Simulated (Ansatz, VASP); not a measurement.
**One calculation of CuO, two programs**

```xyz
4
Lattice="2.3446 -1.7134 0.0000 2.3446 1.7134 0.0000 -0.8605 0.0000 5.0594" Properties=species:S:1:pos:R:3 pbc="T T T"
Cu    1.1723    0.8457    0.0000
Cu    0.7420   -0.8457    2.5297
O     2.0724   -0.2841    1.2836
O     1.6421    0.2841    3.8133
```

Alike in both runs: task single point; functional PBE; k mesh 7 × 7 × 4; occupations gaussian, width 0.05 eV; collinear spin; Hubbard terms Cu d U = 5.0 eV, J = 0.9 eV.

```csv
,VASP,Ansatz
version,VASP 6.6.1,Ansatz 0.2.0
potentials or method,"VASP PAW PBE potentials, release 64 (Cu_sv_GW, O), cutoff 820 eV","scalar-relativistic, plane waves, PAW"
valence electrons in the cell,50,50
```

```tsv
	VASP	Ansatz	Ansatz less VASP
pressure (GPa)	5.4	8.4	+3.00
traceless stress, the component that is largest in VASP (GPa)	-0.87	-0.76	+0.115
rms of the force components (eV/Å)	0.469	0.484	+0.0149
net moment per atom (μB)	0.50	0.49	-0.011
size of the moment on the site where the two differ most (μB)	0.70	0.62	-0.086
```

Site moments also hang on the region over which each program counts them. The programs project onto different local orbitals, so the same U acts differently, and such runs can settle in different states. Atom by atom the forces differ by 0.016 eV/Å (rms over components). Ansatz's warnings: filled band counts differ across k points.
